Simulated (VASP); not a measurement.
# CoSn (P6/mmm) in VASP: single point with PBE

Aim: the single point of CoSn with PBE.

All numbers are computed with VASP 6.6.1; they aren't measurements. Logs are shortened: lines on timing, memory, paths and dates and some standing lists are left out, and cuts for length are marked.

## Step 1: The cell of the first run

The structure is hexagonal, space group P6/mmm (No. 191). The conventional cell has a = 5.296 Å, b = 5.296 Å, c = 4.230 Å, α = 90.00°, β = 90.00°, γ = 120.00°. Co (site symmetry mmm) has 6 Sn at 2.61 to 2.65 Å and 4 Co at 2.65 Å within 3.4 Å. Sn (site symmetry -6m2) has 6 Co at 2.61 Å and 3 Sn at 3.06 Å within 3.4 Å. Within 3.5 Å of Sn (site symmetry 6/mmm) lie 6 Co at 2.65 Å.

## Step 2: Single point, PBE

POSCAR reads:

```
CoSn
1.0
    5.2957053767      0.0000000000      0.0000000000
   -2.6478526883      4.5862153872      0.0000000000
    0.0000000000      0.0000000000      4.2297922293
Co Sn
3 3
Direct
    0.0000000000      0.5000000000      0.0000000000
    0.5000000000      0.5000000000      0.0000000000
    0.5000000000      0.0000000000      0.0000000000
    0.6666666667      0.3333333333      0.5000000000
    0.3333333333      0.6666666667      0.5000000000
    0.0000000000      0.0000000000      0.0000000000
```

INCAR.step1 reads:

```
SYSTEM = CoSn
ALGO = Fast
EDIFF = 1E-6
ENCUT = 520
GGA = PE
ISIF = 2
ISMEAR = 0
LASPH = .True.
LCHARG = .True.
LMAXMIX = 4
LREAL = .False.
LWAVE = .False.
NBANDS = 44
NELM = 80
PREC = Accurate
SIGMA = 0.1
```

KPOINTS.step1 reads:

```
k-points
0
Gamma
  9 9 8
  0 0 0
```

INCAR.step2 reads:

```
SYSTEM = CoSn
ALGO = Fast
EDIFF = 1E-6
ENCUT = 520
GGA = PE
ICHARG = 11
ISIF = 2
ISMEAR = -5
LASPH = .True.
LCHARG = .False.
LMAXMIX = 4
LORBIT = 10
LREAL = .False.
LWAVE = .False.
NBANDS = 44
NEDOS = 2001
NELM = 80
PREC = Accurate
SIGMA = 0.1
```

KPOINTS.step2 reads:

```
k-points
0
Gamma
  14 14 12
  0 0 0
```

Potentials or basis: VASP PAW PBE potentials, release 64 (Co, Sn_d).

Command:

```bash
$ cat potpaw_PBE.64/Co/POTCAR potpaw_PBE.64/Sn_d/POTCAR > POTCAR
$ cp INCAR.step1 INCAR
$ cp KPOINTS.step1 KPOINTS
$ mpirun -np 1 vasp_std > vasp.out
$ cp INCAR.step2 INCAR
$ cp KPOINTS.step2 KPOINTS
$ mpirun -np 1 vasp_std > vasp.out
```

OUTCAR:

```text
SYSTEM = CoSn
   EDIFF = 1E-6
   ENCUT = 520
   GGA = PE
   ICHARG = 11
   ISIF = 2
   ISMEAR = -5
   LASPH = .True.
   LORBIT = 10
   LREAL = .False.
   NELM = 80
   PREC = Accurate

 ion  position               nearest neighbor table
   1  0.000  0.500  0.000-   4 2.61   5 2.61   4 2.61   5 2.61   6 2.65   6 2.65   2 2.65   2 2.65
                             3 2.65   3 2.65
   2  0.500  0.500  0.000-   4 2.61   5 2.61   4 2.61   5 2.61   3 2.65   3 2.65   1 2.65   1 2.65
                             6 2.65   6 2.65
   3  0.500  0.000  0.000-   4 2.61   5 2.61   4 2.61   5 2.61   2 2.65   2 2.65   6 2.65   6 2.65
                             1 2.65   1 2.65
   4  0.667  0.333  0.500-   3 2.61   3 2.61   1 2.61   1 2.61   2 2.61   2 2.61   5 3.06   5 3.06
                             5 3.06   6 3.72   6 3.72   6 3.72   6 3.72   6 3.72   6 3.72
   5  0.333  0.667  0.500-   3 2.61   3 2.61   1 2.61   1 2.61   2 2.61   2 2.61   4 3.06   4 3.06
                             4 3.06   6 3.72   6 3.72   6 3.72   6 3.72   6 3.72   6 3.72
   6  0.000  0.000  0.000-   1 2.65   1 2.65   3 2.65   3 2.65   2 2.65   2 2.65   5 3.72   4 3.72
                             5 3.72   4 3.72   4 3.72   4 3.72   5 3.72   5 3.72   4 3.72   5 3.72

  LATTYP: Found a hexagonal cell.
 ALAT       =     5.2957053767
 C/A-ratio  =     0.7987212143

  Lattice vectors:

 A1 = (   5.2957053767,   0.0000000000,   0.0000000000)
 A2 = (  -2.6478526883,   4.5862153872,   0.0000000000)
 A3 = (   0.0000000000,   0.0000000000,   4.2297922293)

Analysis of symmetry for initial positions (statically):
=====================================================================
 Subroutine PRICEL returns:
 Original cell was already a primitive cell.

 Routine SETGRP: Setting up the symmetry group for a
 hexagonal supercell.

 Subroutine GETGRP returns: Found 24 space group operations
 (whereof 24 operations were pure point group operations)
 out of a pool of 24 trial point group operations.

The static configuration has the point symmetry D_6h.

Analysis of symmetry for dynamics (positions and initial velocities):
=====================================================================
 Subroutine PRICEL returns:
 Original cell was already a primitive cell.

 Routine SETGRP: Setting up the symmetry group for a
 hexagonal supercell.

 Subroutine GETGRP returns: Found 24 space group operations
 (whereof 24 operations were pure point group operations)
 out of a pool of 24 trial point group operations.

The dynamic configuration has the point symmetry D_6h.

 Subroutine INISYM returns: Found 24 space group operations
 (whereof 24 operations are pure point group operations),
 and found     1 'primitive' translations

----------------------------------------------------------------------------------------

                                     Primitive cell

  volume of cell :     102.7300

  direct lattice vectors                    reciprocal lattice vectors
     5.295705377  0.000000000  0.000000000     0.188832257  0.109022355  0.000000000
    -2.647852688  4.586215387  0.000000000     0.000000000  0.218044709  0.000000000
     0.000000000  0.000000000  4.229792229     0.000000000  0.000000000  0.236418232

  length of vectors
     5.295705377  5.295705377  4.229792229     0.218044709  0.218044709  0.236418232

  position of ions in fractional coordinates (direct lattice)
     0.000000000  0.500000000  0.000000000
     0.500000000  0.500000000  0.000000000
     0.500000000  0.000000000  0.000000000
     0.666666667  0.333333333  0.500000000
     0.333333333  0.666666667  0.500000000
     0.000000000  0.000000000  0.000000000

  ion indices of the primitive-cell ions
   primitive index   ion index
                 1           1
                 2           2
                 3           3
                 4           4
                 5           5
                 6           6

----------------------------------------------------------------------------------------

 KPOINTS: k-points

Automatic generation of k-mesh.
 Grid dimensions read from file:
 generate k-points for:   14   14   12

 Generating k-lattice:

  Cartesian coordinates                     Fractional coordinates (reciprocal lattice)
     0.013488018  0.007787311  0.000000000     0.071428571  0.000000000  0.000000000
     0.000000000  0.015574622  0.000000000     0.000000000  0.071428571  0.000000000
     0.000000000  0.000000000  0.019701519     0.000000000  0.000000000  0.083333333

  Length of vectors
     0.015574622  0.015574622  0.019701519

  Shift w.r.t. Gamma in fractional coordinates (k-lattice)
     0.000000000  0.000000000  0.000000000

 TETIRR: Found   2436 inequivalent tetrahedra from    14112

 Subroutine IBZKPT returns following result:
 ===========================================

 Found    168 irreducible k-points:

 Following reciprocal coordinates:
            Coordinates               Weight
  0.000000  0.000000  0.000000      1.000000
  0.071429  0.000000  0.000000      6.000000
  0.142857  0.000000  0.000000      6.000000
  0.214286  0.000000  0.000000      6.000000
  0.285714  0.000000  0.000000      6.000000
  0.357143  0.000000  0.000000      6.000000
[... 16 lines left out ...]
  0.285714  0.285714  0.000000      6.000000
  0.357143  0.285714  0.000000      6.000000
 [... further k-points ...]
   k-points           NKPTS =    168   k-points in BZ     NKDIM =    168   number of bands    NBANDS=     44
   number of dos      NEDOS =   2001   number of ions     NIONS =      6
   total plane-waves  NPLWV =  51200
   dimension x,y,z NGX =    40 NGY =   40 NGZ =   32
   dimension x,y,z NGXF=    80 NGYF=   80 NGZF=   64
   ions per type =               3   3
   NGX,Y,Z   is equivalent  to a cutoff of  12.56, 12.56, 12.58 a.u.
   NGXF,Y,Z  is equivalent  to a cutoff of  25.11, 25.11, 25.15 a.u.
 SYSTEM =  CoSn
   PREC   = accura    normal or accurate (medium, high low for compatibility)
   ISTART =      0    job   : 0-new  1-cont  2-samecut
   ICHARG =     11    charge: 1-file 2-atom 10-const
   ISPIN  =      1    spin polarized calculation?
   LNONCOLLINEAR =      F non collinear calculations
   LSORBIT =      F    spin-orbit coupling
   LASPH  =      T    aspherical Exc in radial PAW
   ENCUT  =  520.0 eV  38.22 Ry    6.18 a.u.   9.85  9.85  7.86*2*pi/ulx,y,z
   NELM   =     80;   NELMIN=  2; NELMDL=  0     # of ELM steps
   EDIFF  = 0.1E-05   stopping-criterion for ELM
   LREAL  =      F    real-space projection
   EDIFFG = 0.1E-04   stopping-criterion for IOM
   NSW    =      0    number of steps for IOM
   IBRION =     -1    ionic relax: 0-MD 1-quasi-New 2-CG
   NFREE  =      0    steps in history (QN), initial steepest desc. (CG)
   ISIF   =      2    stress and relaxation
   ISYM   =      2    0-nonsym 1-usesym 2-fastsym
   POTIM  = 0.5000    time-step for ionic-motion
   TEBEG  =    0.0;   TEEND  =   0.0 temperature during run
   PSTRESS=    0.0 pullay stress
   NELECT =      69.0000    total number of electrons
   NUPDOWN=      -1.0000    fix difference up-down
   EMIN   =  10.00;   EMAX   =-10.00  energy-range for DOS
   EFERMI =   0.00;   METHOD = LEGACY
   ISMEAR =    -5;   SIGMA  =   0.10  broadening in eV -4-tet -1-fermi 0-gaus
   EFERMI_NEDOS =   21; number of points for ismear=-14 and -15
   IALGO  =     68    algorithm
   IMIX   =      4    mixing-type and parameters
     AMIX     =   0.40;   BMIX     =  1.00
     AMIX_MAG =   1.60;   BMIX_MAG =  1.00
  volume/ion in A,a.u.               =      17.12       115.54
  Fermi-wavevector in a.u.,A,eV,Ry     =   1.433702  2.709303 27.966778  2.055500
  Thomas-Fermi vector in A             =   2.553191
   LORBIT       =     10    0 simple, 1 ext, 2 COOP (PROOUT), +10 PAW based schemes
   GGA     = PE    functional components
   LHFCALC =     F    Hartree Fock is set to
   AEXX    =    0.0000 exact exchange contribution
   IVDW    =     0    specifies the selected vdW correction
   LEPSILON=     F    determine dielectric tensor
   LRPA    =     F    only Hartree local field effects (RPA)
 non-spin polarized calculation
 RMM-DIIS sequential band-by-band and
 Fermi weights with tetrahedron method with Bloechl corrections
  energy-cutoff  :      520.00
  volume of cell :      102.73
 maximum number of plane-waves:      2794
 NGX is ok and might be reduce to    40

 number of electron      69.0000014 magnetization

 Free energy of the ion-electron system (eV)
  ---------------------------------------------------
  ext. energy  EPLUGINS =         0.00000000
  ---------------------------------------------------
  free energy    TOTEN  =       -33.24263490 eV

  energy without entropy =      -33.24263490  energy(sigma->0) =      -33.24263490

 E-fermi :   9.7796     XC(G=0): -11.7065

 val. band max:        9.7826996975   @ k =   0.1429   0.1429   0.0000
 cond. band min:       9.7646424620   @ k =   0.3571   0.2857   0.2500
 fundamental gap:     -0.0180572355
 Fermi energy:         9.7795871717

 k-point     1 :       0.0000    0.0000    0.0000
  band No.  band energies     occupation
      1     -11.7552      2.00000
      2     -11.6428      2.00000
      3     -11.6427      2.00000
      4     -11.6104      2.00000
      5     -11.6104      2.00000
      6     -11.5122      2.00000
[... 36 lines left out ...]
     43      15.6315      0.00000
     44      16.3136      0.00000

 k-point     2 :       0.0714    0.0000    0.0000
  band No.  band energies     occupation
      1     -11.7548      2.00000
      2     -11.6431      2.00000
      3     -11.6428      2.00000
      4     -11.6148      2.00000
      5     -11.6127      2.00000
      6     -11.5202      2.00000
[... 1026 lines left out ...]
 k-point    24 :       0.3571    0.2857    0.0000
  band No.  band energies     occupation
      1     -11.7484      2.00000
      2     -11.6984      2.00000
      3     -11.6431      2.00000
      4     -11.6408      2.00000
      5     -11.6015      2.00000
      6     -11.5830      2.00000
[... 36 lines left out ...]
     43      15.9569      0.00000
     44      16.1369      0.00000

 [... further k-points ...]
[... 5 lines left out ...]
  --------------------------------------------------------------------------------------
  -------------------------------------------------------------------------------------
  Total        0.2677014      0.2677014      0.3033625      0.0000000      0.0000000      0.0000000
  in kB        4.1750708      4.1750708      4.7312424      0.0000000      0.0000000      0.0000000
  external PRESSURE =       4.3604613 kB  Pullay stress =       0.0000000 kB

 VOLUME and BASIS-vectors are now :
 -----------------------------------------------------------------------------
  energy-cutoff  :      520.00
  volume of cell :      102.73
      direct lattice vectors                 reciprocal lattice vectors
     5.295705377  0.000000000  0.000000000     0.188832257  0.109022355  0.000000000
    -2.647852688  4.586215387  0.000000000     0.000000000  0.218044709  0.000000000
     0.000000000  0.000000000  4.229792229     0.000000000  0.000000000  0.236418232

 POSITION                                       TOTAL-FORCE (eV/Angst)
 -----------------------------------------------------------------------------------
     -1.32393      2.29311      0.00000         0.000000      0.000000      0.000000
      1.32393      2.29311      0.00000         0.000000      0.000000      0.000000
      2.64785      0.00000      0.00000         0.000000      0.000000      0.000000
      2.64785      1.52874      2.11490        -0.000000      0.000000      0.000000
     -0.00000      3.05748      2.11490         0.000000      0.000000     -0.000000
      0.00000      0.00000      0.00000         0.000000      0.000000      0.000000
 -----------------------------------------------------------------------------------
    total drift:                               -0.000000      0.000000     -0.000000

  FREE ENERGIE OF THE ION-ELECTRON SYSTEM (eV)
  ---------------------------------------------------
  free  energy   TOTEN  =       -33.2426348967 eV

  energy  without entropy=      -33.2426348967  energy(sigma->0) =      -33.24263490

 total charge

# of ion       s       p       d       tot
------------------------------------------
    1        0.394   0.450   7.467   8.311
    2        0.394   0.450   7.467   8.311
    3        0.394   0.450   7.467   8.311
    4        1.129   1.239  10.063  12.431
    5        1.129   1.239  10.063  12.431
    6        1.162   1.094  10.035  12.292
--------------------------------------------------
tot          4.603   4.922  52.563  62.088
```

Wall time 24 min (1 thread of Oxide Virtual Turin-like, shared host); peak memory 0.6 GiB.

Results:

- Valence electrons inside the program's atomic spheres: Co 8.31; Sn 12.43, 12.29 (each value once)

Caveat: spin-orbit coupling is left out, which moves the levels of the heavy elements; the run has no spin polarisation, though such a crystal can be magnetic.
